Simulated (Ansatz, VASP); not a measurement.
**TeF: VASP beside Ansatz**

```xyz
2
Lattice="0.0000 2.7943 3.0917 2.6341 0.0000 3.0917 2.6341 2.7943 0.0000" Properties=species:S:1:pos:R:3 pbc="T T T"
Te    0.0000    0.0000    0.0000
F     2.6341    2.7943    3.0917
```

Change from the starting cell: species swapped into the TlF type (Fmmm, No. 69).

Alike in both runs: task single point; functional PBE; k mesh 6 × 6 × 6; occupations gaussian, width 0.1 eV; no spin polarisation.

|  | VASP | Ansatz |
| --- | --- | --- |
| version | VASP 6.6.1 | Ansatz 0.2.0 |
| potentials or method | VASP PAW PBE potentials, release 64 (Te, F), cutoff 520 eV | scalar-relativistic, plane waves, PAW |
| valence electrons in the cell | 13 | 23 |

Ansatz gave:

```
gap on the k mesh at the Fermi level (eV)                     : none
pressure (GPa)                                                : -4.1
traceless stress, the component that is largest in VASP (GPa) : 8.60
```

Q: Estimate VASP's values.

A: gap on the k mesh at the Fermi level (eV): none; pressure (GPa): -4.3; traceless stress, the component that is largest in VASP (GPa): 8.66.

A gap of «none» marks a metal or a gap that the smearing closes. The functional is the same, so the differences come from potentials, cutoffs and numerics. VASP's potentials hold 13 valence electrons a cell and Ansatz's 23, so a difference there can come from the potentials and not from the codes.

Neither program's run includes spin-orbit coupling.
